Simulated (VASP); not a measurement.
# YGaF4 (P6/mmm) in VASP: further runs

Runs on YGaF4. Level: PBE. Tasks: single point, relaxation of cell and atoms.

Program: VASP 6.6.1. These are calculated values, not measurements. Logs are shortened: lines on timing, memory, paths and dates and some standing lists are left out, and cuts for length are marked.

## (1) The cell of the first run

Symmetry: P6/mmm, No. 191, hexagonal system. Conventional cell: a = 3.888 Å, b = 3.888 Å, c = 6.284 Å, α = 90.00°, β = 90.00°, γ = 120.00°. Y (site symmetry 6/mmm) has 12 F at 2.56 Å and 2 Ga at 3.14 Å within 3.4 Å. Ga (site symmetry 6/mmm) has 12 F at 2.95 Å and 2 Y at 3.14 Å and 6 Ga at 3.89 Å within 3.9 Å. F (site symmetry 3m) has 4 F at 2.24 to 2.46 Å and 3 Y at 2.56 Å and 3 Ga at 2.95 Å within 3.0 Å.

## (2) Single point, PBE

Input file INCAR:

```
PREC     = Accurate       # precision mode
ENCUT    = 520            # plane-wave cutoff, eV
EDIFF    = 1E-7           # SCF threshold, eV
ISMEAR   = 0              # smearing method
SIGMA    = 0.02           # smearing width, eV
LREAL    = False          # projectors in reciprocal space
LASPH    = True           # aspherical terms in the spheres
NELM     = 100            # most SCF steps
ALGO     = Normal         # electronic algorithm
ISIF     = 2              # what is computed and relaxed
LWAVE    = False          # write WAVECAR
LCHARG   = False          # write CHGCAR
GGA      = PE             # functional
NBANDS   = 35             # bands
```

Input file KPOINTS:

```
regular mesh
0
Gamma
  12 12 4
```

Input file POSCAR:

```
YGaF4
1.0
    3.8875581816      0.0000000000      0.0000000000
   -1.9437790908      3.3667241439      0.0000000000
    0.0000000000      0.0000000000      6.2842398781
Y Ga F
1 1 4
Direct
    0.0000000000      0.0000000000      0.5000000000
    0.0000000000      0.0000000000      0.0000000000
    0.3333333333      0.6666666667      0.3045822163
    0.3333333333      0.6666666667      0.6954177837
    0.6666666667      0.3333333333      0.3045822163
    0.6666666667      0.3333333333      0.6954177837
```

Potentials or basis: VASP PAW PBE potentials, release 64 (Y_sv, Ga_d, F).

Started as:

```console
> cat potpaw_PBE.64/Y_sv/POTCAR potpaw_PBE.64/Ga_d/POTCAR potpaw_PBE.64/F/POTCAR > POTCAR
> mpirun -np 1 vasp_std > vasp.out
```

OUTCAR:

```text
PREC = Accurate
   ENCUT = 520
   EDIFF = 1E-7
   ISMEAR = 0
   LREAL = False
   LASPH = True
   NELM = 100
   ISIF = 2
   GGA = PE

 ion  position               nearest neighbor table
   1  0.000  0.000  0.500-   3 2.56   4 2.56   5 2.56   6 2.56   3 2.56   4 2.56   5 2.56   6 2.56
                             5 2.56   6 2.56   3 2.56   4 2.56   2 3.14   2 3.14
   2  0.000  0.000  0.000-   1 3.14   1 3.14
   3  0.333  0.667  0.305-   1 2.56   1 2.56   1 2.56
   4  0.333  0.667  0.695-   1 2.56   1 2.56   1 2.56
   5  0.667  0.333  0.305-   1 2.56   1 2.56   1 2.56
   6  0.667  0.333  0.695-   1 2.56   1 2.56   1 2.56

  LATTYP: Found a hexagonal cell.
 ALAT       =     3.8875581816
 C/A-ratio  =     1.6165005344

  Lattice vectors:

 A1 = (   3.8875581816,   0.0000000000,   0.0000000000)
 A2 = (  -1.9437790908,   3.3667241439,   0.0000000000)
 A3 = (   0.0000000000,   0.0000000000,   6.2842398781)

Analysis of symmetry for initial positions (statically):
=====================================================================
 Subroutine PRICEL returns:
 Original cell was already a primitive cell.

 Routine SETGRP: Setting up the symmetry group for a
 hexagonal supercell.

 Subroutine GETGRP returns: Found 24 space group operations
 (whereof 24 operations were pure point group operations)
 out of a pool of 24 trial point group operations.

The static configuration has the point symmetry D_6h.

Analysis of symmetry for dynamics (positions and initial velocities):
=====================================================================
 Subroutine PRICEL returns:
 Original cell was already a primitive cell.

 Routine SETGRP: Setting up the symmetry group for a
 hexagonal supercell.

 Subroutine GETGRP returns: Found 24 space group operations
 (whereof 24 operations were pure point group operations)
 out of a pool of 24 trial point group operations.

The dynamic configuration has the point symmetry D_6h.

 Subroutine INISYM returns: Found 24 space group operations
 (whereof 24 operations are pure point group operations),
 and found     1 'primitive' translations

----------------------------------------------------------------------------------------

                                     Primitive cell

  volume of cell :      82.2502

  direct lattice vectors                    reciprocal lattice vectors
     3.887558182  0.000000000  0.000000000     0.257230877  0.148512316  0.000000000
    -1.943779091  3.366724144  0.000000000     0.000000000  0.297024632  0.000000000
     0.000000000  0.000000000  6.284239878     0.000000000  0.000000000  0.159128235

  length of vectors
     3.887558182  3.887558182  6.284239878     0.297024632  0.297024632  0.159128235

  position of ions in fractional coordinates (direct lattice)
     0.000000000  0.000000000  0.500000000
     0.000000000  0.000000000  0.000000000
     0.333333333  0.666666667  0.304582216
     0.333333333  0.666666667  0.695417784
     0.666666667  0.333333333  0.304582216
     0.666666667  0.333333333  0.695417784

  ion indices of the primitive-cell ions
   primitive index   ion index
                 1           1
                 2           2
                 3           3
                 4           4
                 5           5
                 6           6

----------------------------------------------------------------------------------------

 KPOINTS: regular mesh

Automatic generation of k-mesh.
 Grid dimensions read from file:
 generate k-points for:   12   12    4

 Generating k-lattice:

  Cartesian coordinates                     Fractional coordinates (reciprocal lattice)
     0.021435906  0.012376026  0.000000000     0.083333333  0.000000000  0.000000000
     0.000000000  0.024752053  0.000000000     0.000000000  0.083333333  0.000000000
     0.000000000  0.000000000  0.039782059     0.000000000  0.000000000  0.250000000

  Length of vectors
     0.024752053  0.024752053  0.039782059

  Shift w.r.t. Gamma in fractional coordinates (k-lattice)
     0.000000000  0.000000000  0.000000000

 Subroutine IBZKPT returns following result:
 ===========================================

 Found     57 irreducible k-points:

 Following reciprocal coordinates:
            Coordinates               Weight
  0.000000  0.000000  0.000000      1.000000
  0.083333 -0.000000  0.000000      6.000000
  0.166667 -0.000000  0.000000      6.000000
  0.250000 -0.000000  0.000000      6.000000
  0.333333 -0.000000  0.000000      6.000000
  0.416667 -0.000000  0.000000      6.000000
[... 16 lines left out ...]
  0.250000 -0.000000  0.250000     12.000000
  0.333333 -0.000000  0.250000     12.000000
 [... further k-points ...]
   k-points           NKPTS =     57   k-points in BZ     NKDIM =     57   number of bands    NBANDS=     35
   number of dos      NEDOS =    301   number of ions     NIONS =      6
   total plane-waves  NPLWV =  43200
   dimension x,y,z NGX =    30 NGY =   30 NGZ =   48
   dimension x,y,z NGXF=    60 NGYF=   60 NGZF=   96
   ions per type =               1   1   4
   NGX,Y,Z   is equivalent  to a cutoff of  12.83, 12.83, 12.70 a.u.
   NGXF,Y,Z  is equivalent  to a cutoff of  25.66, 25.66, 25.40 a.u.
 SYSTEM =  unknown system
   PREC   = accura    normal or accurate (medium, high low for compatibility)
   ISTART =      0    job   : 0-new  1-cont  2-samecut
   ICHARG =      2    charge: 1-file 2-atom 10-const
   ISPIN  =      1    spin polarized calculation?
   LNONCOLLINEAR =      F non collinear calculations
   LSORBIT =      F    spin-orbit coupling
   LASPH  =      T    aspherical Exc in radial PAW
   ENCUT  =  520.0 eV  38.22 Ry    6.18 a.u.   7.23  7.23 11.68*2*pi/ulx,y,z
   NELM   =    100;   NELMIN=  2; NELMDL= -5     # of ELM steps
   EDIFF  = 0.1E-06   stopping-criterion for ELM
   LREAL  =      F    real-space projection
   EDIFFG = 0.1E-05   stopping-criterion for IOM
   NSW    =      0    number of steps for IOM
   IBRION =     -1    ionic relax: 0-MD 1-quasi-New 2-CG
   NFREE  =      0    steps in history (QN), initial steepest desc. (CG)
   ISIF   =      2    stress and relaxation
   ISYM   =      2    0-nonsym 1-usesym 2-fastsym
   POTIM  = 0.5000    time-step for ionic-motion
   TEBEG  =    0.0;   TEEND  =   0.0 temperature during run
   PSTRESS=    0.0 pullay stress
   NELECT =      52.0000    total number of electrons
   NUPDOWN=      -1.0000    fix difference up-down
   EMIN   =  10.00;   EMAX   =-10.00  energy-range for DOS
   EFERMI =   0.00;   METHOD = LEGACY
   ISMEAR =     0;   SIGMA  =   0.02  broadening in eV -4-tet -1-fermi 0-gaus
   EFERMI_NEDOS =   21; number of points for ismear=-14 and -15
   IALGO  =     38    algorithm
   IMIX   =      4    mixing-type and parameters
     AMIX     =   0.40;   BMIX     =  1.00
     AMIX_MAG =   1.60;   BMIX_MAG =  1.00
  volume/ion in A,a.u.               =      13.71        92.51
  Fermi-wavevector in a.u.,A,eV,Ry     =   1.405067  2.655191 26.860784  1.974212
  Thomas-Fermi vector in A             =   2.527565
   LORBIT       =      0    0 simple, 1 ext, 2 COOP (PROOUT), +10 PAW based schemes
   GGA     = PE    functional components
   LHFCALC =     F    Hartree Fock is set to
   AEXX    =    0.0000 exact exchange contribution
   IVDW    =     0    specifies the selected vdW correction
   LEPSILON=     F    determine dielectric tensor
   LRPA    =     F    only Hartree local field effects (RPA)
 non-spin polarized calculation
 Gauss-broadening in eV      SIGMA  =   0.02
  energy-cutoff  :      520.00
  volume of cell :       82.25
 maximum number of plane-waves:      2244
 NGX is ok and might be reduce to    30
   NGX = 15   NGY = 15   NGZ = 23

 number of electron      51.9999964 magnetization

 Free energy of the ion-electron system (eV)
  ---------------------------------------------------
  ext. energy  EPLUGINS =         0.00000000
  ---------------------------------------------------
  free energy    TOTEN  =       -32.19082923 eV

  energy without entropy =      -32.19082923  energy(sigma->0) =      -32.19082923

 E-fermi :   1.5460     XC(G=0): -10.2562

 val. band max:        1.3444904042   @ k =   0.3333   0.3333   0.0000
 cond. band min:       3.6680615323   @ k =   0.0000   0.0000   0.5000
 fundamental gap:      2.3235711281
 Fermi energy:         1.5460497992

 k-point     1 :       0.0000    0.0000    0.0000
  band No.  band energies     occupation
      1     -40.0681      2.00000
      2     -20.9387      2.00000
      3     -20.3786      2.00000
      4     -19.7672      2.00000
      5     -19.7672      2.00000
      6     -19.0271      2.00000
[... 27 lines left out ...]
     34       8.4357      0.00000
     35       9.9685      0.00000

 k-point     2 :       0.0833   -0.0000    0.0000
  band No.  band energies     occupation
      1     -40.0668      2.00000
      2     -20.9048      2.00000
      3     -20.4735      2.00000
      4     -19.7709      2.00000
      5     -19.6521      2.00000
      6     -19.0459      2.00000
[... 27 lines left out ...]
     34       8.3859      0.00000
     35      10.1051      0.00000

 k-point     3 :       0.1667   -0.0000    0.0000
  band No.  band energies     occupation
      1     -40.0633      2.00000
      2     -20.8056      2.00000
      3     -20.6443      2.00000
      4     -19.7812      2.00000
      5     -19.4323      2.00000
      6     -19.0994      2.00000
[... 27 lines left out ...]
     34       8.2957      0.00000
     35      10.4505      0.00000

 k-point     4 :       0.2500   -0.0000    0.0000
  band No.  band energies     occupation
      1     -40.0586      2.00000
      2     -20.7985      2.00000
      3     -20.6505      2.00000
      4     -19.7951      2.00000
      5     -19.2513      2.00000
      6     -19.1840      2.00000
[... 27 lines left out ...]
     34       8.2824      0.00000
     35      10.9403      0.00000

 k-point     5 :       0.3333   -0.0000    0.0000
  band No.  band energies     occupation
      1     -40.0538      2.00000
      2     -20.9113      2.00000
      3     -20.4585      2.00000
      4     -19.8090      2.00000
      5     -19.2978      2.00000
      6     -19.2178      2.00000
[... 638 lines left out ...]
 k-point    22 :       0.1667   -0.0000    0.2500
  band No.  band energies     occupation
      1     -40.0633      2.00000
      2     -20.8105      2.00000
      3     -20.6399      2.00000
      4     -19.7812      2.00000
      5     -19.4296      2.00000
      6     -19.1032      2.00000
[... 27 lines left out ...]
     34       8.4707      0.00000
     35      10.9386      0.00000

 k-point    23 :       0.2500   -0.0000    0.2500
  band No.  band energies     occupation
      1     -40.0586      2.00000
      2     -20.7956      2.00000
      3     -20.6546      2.00000
      4     -19.7951      2.00000
      5     -19.2481      2.00000
      6     -19.1875      2.00000
[... 27 lines left out ...]
     34       8.4176      0.00000
     35      11.2918      0.00000

 k-point    24 :       0.3333   -0.0000    0.2500
  band No.  band energies     occupation
      1     -40.0538      2.00000
      2     -20.9090      2.00000
      3     -20.4620      2.00000
      4     -19.8090      2.00000
      5     -19.3015      2.00000
      6     -19.2143      2.00000
[... 27 lines left out ...]
     34       8.5379      0.00000
     35      11.6642      0.00000

 [... further k-points ...]

------------------------ aborting loop because EDIFF is reached ----------------------------------------

  FORCE on cell =-STRESS in cart. coord.  units (eV):
  Direction    XX          YY          ZZ          XY          YZ          ZX
  --------------------------------------------------------------------------------------
  -------------------------------------------------------------------------------------
  Total       -0.0940987     -0.0940987     -0.1289706      0.0000000      0.0000000      0.0000000
  in kB       -1.8329773     -1.8329773     -2.5122564      0.0000000      0.0000000      0.0000000
  external PRESSURE =      -2.0594037 kB  Pullay stress =       0.0000000 kB

 VOLUME and BASIS-vectors are now :
 -----------------------------------------------------------------------------
  energy-cutoff  :      520.00
  volume of cell :       82.25
      direct lattice vectors                 reciprocal lattice vectors
     3.887558182  0.000000000  0.000000000     0.257230877  0.148512316  0.000000000
    -1.943779091  3.366724144  0.000000000     0.000000000  0.297024632  0.000000000
     0.000000000  0.000000000  6.284239878     0.000000000  0.000000000  0.159128235

 POSITION                                       TOTAL-FORCE (eV/Angst)
 -----------------------------------------------------------------------------------
      0.00000      0.00000      3.14212         0.000000      0.000000     -0.000000
      0.00000      0.00000      0.00000         0.000000      0.000000     -0.000000
     -0.00000      2.24448      1.91407         0.000000     -0.000000     -0.002852
     -0.00000      2.24448      4.37017        -0.000000     -0.000000      0.002852
      1.94378      1.12224      1.91407        -0.000000      0.000000     -0.002852
      1.94378      1.12224      4.37017        -0.000000      0.000000      0.002852
 -----------------------------------------------------------------------------------
    total drift:                                0.000000      0.000000      0.000000

  FREE ENERGIE OF THE ION-ELECTRON SYSTEM (eV)
  ---------------------------------------------------
  free  energy   TOTEN  =       -32.1908292345 eV

  energy  without entropy=      -32.1908292345  energy(sigma->0) =      -32.19082923
```

Wall time 1.7 min (1 thread of AMD EPYC 9R45 (Zen 5), shared host); peak memory 0.29 GiB.

What came out:

```yaml
Free_energy: -32.1908 eV
Pressure: -0.2 GPa
Band_gap_on_the_k_mesh: 2.32 eV, indirect (least direct gap 2.52 eV)
```

Forces in eV/Å, atoms in the order of the input:
```
Y    0.000  0.000  0.000
Ga   0.000  0.000  0.000
F    0.000  0.000 -0.003
F    0.000  0.000  0.003
F    0.000  0.000 -0.003
F    0.000  0.000  0.003
```

Levels at points of the mesh, in eV from the valence-band top:
| k point | band 24 | band 25 | band 26 | band 27 | band 28 | band 29 |
| --- | --- | --- | --- | --- | --- | --- |
| (0.00, 0.00, 0.00) | -1.03 | -1.03 | -0.71 | 4.22 | 4.82 | 6.36 |
| (0.50, 0.00, 0.00) | -1.16 | -0.72 | -0.29 | 3.41 | 4.78 | 5.20 |
| (0.00, 0.00, 0.50) | -0.96 | -0.80 | -0.61 | 2.32 | 6.39 | 6.39 |
| (0.50, 0.00, 0.50) | -0.73 | -0.72 | -0.29 | 2.73 | 3.58 | 6.00 |

## (3) Relaxation of cell and atoms, PBE

Input file INCAR:

```
PREC = Accurate
ENCUT = 600
EDIFF = 1E-6
ISMEAR = 0
SIGMA = 0.02
LREAL = False
LASPH = True
NELM = 100
ALGO = Normal
ISIF = 3
LWAVE = False
LCHARG = False
GGA = PE
IBRION = 2
NSW = 100
EDIFFG = -0.01
```

Input file KPOINTS:

```
Automatic mesh
0
Gamma
  12 12 4
```

Input file POSCAR:

```
YGaF4
1.0
    3.8887380380      0.0000000000      0.0000000000
   -1.9443690190      3.3677459296      0.0000000000
    0.0000000000      0.0000000000      6.2859184292
Y Ga F
1 1 4
Direct
    0.0000000000      0.0000000000      0.5000000000
    0.0000000000      0.0000000000      0.0000000000
    0.3333333333      0.6666666667      0.3047389943
    0.3333333333      0.6666666667      0.6952610057
    0.6666666667      0.3333333333      0.3047389943
    0.6666666667      0.3333333333      0.6952610057
```

Potentials or basis: VASP PAW PBE potentials, release 64 (Y_sv, Ga_d, F).

Started as:

```console
> cat potpaw_PBE.64/Y_sv/POTCAR potpaw_PBE.64/Ga_d/POTCAR potpaw_PBE.64/F/POTCAR > POTCAR
> mpirun -np 1 vasp_std > vasp.out
```

It took 9 min on 1 thread of AMD EPYC 9R45 (Zen 5), shared host; peak memory 0.33 GiB.

Results (log left out):

```
Free energy                            : -32.1985 eV
Relaxed volume                         : 13.63 Å³/atom
Relaxed cell                           : a = 3.885 Å, b = 3.885 Å, c = 6.255 Å, α = 90.00°, β = 90.00°, γ = 120.00°
Space group after relaxing (to 0.05 Å) : P6/mmm (No. 191)
Energy gained by relaxing              : 0.1 meV/atom
Ionic steps                            : 10
Pressure after relaxing                : 0.0 GPa
Largest force after relaxing           : 0.007 eV/Å
Band gap on the k mesh                 : 2.32 eV, indirect (least direct gap 2.52 eV)
```

Forces on the atoms (eV/Å):
```
Y    0.000  0.000  0.000
Ga   0.000  0.000  0.000
F    0.000  0.000 -0.007
F    0.000  0.000  0.007
F    0.000  0.000 -0.007
F    0.000  0.000  0.007
```

Stress tensor (GPa, compression positive):
```
-0.07  0.00  0.00
 0.00 -0.07  0.00
 0.00  0.00  0.09
```

Step by step:
```csv
step,energy change (eV),largest force (eV/Å),pressure (GPa),volume (Å³)
1,0.0000,0.0098,-0.38,82.32
2,-0.0004,0.0187,0.01,81.93
3,-0.0004,0.0184,0.04,81.93
4,-0.0004,0.0179,-0.03,81.96
5,-0.0004,0.0183,0.02,81.95
6,-0.0004,0.0180,0.01,81.95
7,-0.0005,0.0165,0.03,81.92
8,-0.0007,0.0103,-0.02,81.80
9,-0.0004,0.0030,0.00,81.58
10,-0.0007,0.0073,-0.01,81.76
```

Final structure:
```
Y Ga F
1.0
     3.88477    0.00000    0.00000
    -1.94239    3.36431    0.00000
     0.00000    0.00000    6.25548
Y Ga F
1 1 4
Direct
  0.00000 0.00000 0.50000
  0.00000 0.00000 0.00000
  0.33333 0.66667 0.30391
  0.33333 0.66667 0.69609
  0.66667 0.33333 0.30391
  0.66667 0.33333 0.69609
```

Levels at points of the mesh, in eV from the valence-band top:
```csv
k point,band 23,band 24,band 25,band 26,band 27,band 28,band 29,band 30
"(0.00, 0.00, 0.00)",-1.41,-1.04,-1.04,-0.71,4.26,4.84,6.38,6.38
"(0.50, 0.00, 0.00)",-1.27,-1.16,-0.73,-0.29,3.48,4.82,5.23,6.00
"(0.00, 0.00, 0.50)",-0.97,-0.97,-0.80,-0.58,2.32,6.41,6.41,6.44
"(0.50, 0.00, 0.50)",-1.32,-0.72,-0.70,-0.29,2.73,3.64,6.05,6.33
```

A k mesh can miss the band edges. Expect the measured gap to be larger: semilocal functionals such as PBE lack the derivative discontinuity.
